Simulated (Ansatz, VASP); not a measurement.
## One calculation of Ge, two programs

```
Ge
1.0
     3.00140    0.00000    0.00000
    -1.50070    2.59929    0.00000
     0.00000    0.00000    4.93990
Ge
2
Direct
  0.33333 0.66667 0.25000
  0.66667 0.33333 0.75000
```

Alike in both runs: task relaxation of cell and atoms; functional PBE; k mesh 16 × 16 × 9; occupations fermi-dirac, width 0.05 eV; no spin polarisation.

```csv
,VASP,Ansatz
version,VASP 6.6.1,Ansatz 0.2.0
potentials or method,"VASP PAW PBE potentials, release 64 (Ge_d), cutoff 600 eV","all-electron LAPW, non-relativistic"
```

```csv
,VASP,Ansatz,Ansatz less VASP
relaxed volume (Å³/atom),19.28,19.26,-0.028
relaxed cell length with the largest relative difference (Å),4.941,4.929,-0.0125
```

Ansatz ran all-electron here, and VASP with PAW potentials.
